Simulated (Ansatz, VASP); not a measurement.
## Pt: VASP beside Ansatz

The input INCAR:

```
SYSTEM = Pt
PREC = Accurate
ENCUT = 520
EDIFF = 1E-7
ISMEAR = 0
SIGMA = 0.1
LREAL = .FALSE.
LASPH = .TRUE.
NELM = 60
ALGO = Normal
ISIF = 2
LWAVE = .FALSE.
LCHARG = .FALSE.
GGA = PE
NBANDS = 11
```

Contents of KPOINTS:

```
Automatic mesh
0
G
  18 18 18
  0 0 0
```

Contents of POSCAR:

```
Pt
1.0
    0.0000000000      1.9650045286      1.9650045286
    1.9650045286      0.0000000000      1.9650045286
    1.9650045286      1.9650045286      0.0000000000
Pt
1
Direct
    0.0000000000      0.0000000000      0.0000000000
```

Input for Ansatz:

```yaml
crystal:
  lattice:
    - [0.0, 1.9650045277, 1.9650045277]
    - [1.9650045277, 0.0, 1.9650045277]
    - [1.9650045277, 1.9650045277, 0.0]
  atoms:
    - { symbol: Pt, position: [0.0, 0.0, 0.0] }
basis:
  ecutwfc: 420
kpoints:
  mp_grid: { grid: [18, 18, 18] }
hamiltonian:
  xc: pbe
scf:
  occupations: { method: gaussian, width: 0.1 }
output:
  forces: true
  stress: true
  eigenvalues: true
```

Alike in both runs: task single point; functional PBE; k mesh 18 × 18 × 18; occupations gaussian, width 0.1 eV; no spin polarisation.

```csv
,VASP,Ansatz
version,VASP 6.6.1,Ansatz 0.2.0
potentials or method,"VASP PAW PBE potentials, release 64 (Pt), cutoff 520 eV","scalar-relativistic, plane waves, PAW"
valence electrons in the cell,10,18
```

Ansatz gave:

| Quantity | Value |
| --- | --- |
| gap on the k mesh at the Fermi level (eV) | none |
| pressure (GPa) | 8.2 |

Task: Which values does VASP return?

Result: gap on the k mesh at the Fermi level (eV): none; pressure (GPa): 7.7.

A gap of «none» marks a metal or a gap that the smearing closes. With one functional, cell and mesh, what is left measures potentials, basis and numerics. VASP's potentials hold 10 valence electrons a cell and Ansatz's 18, so a difference there can come from the potentials and not from the codes.

Spin-orbit coupling is off throughout.
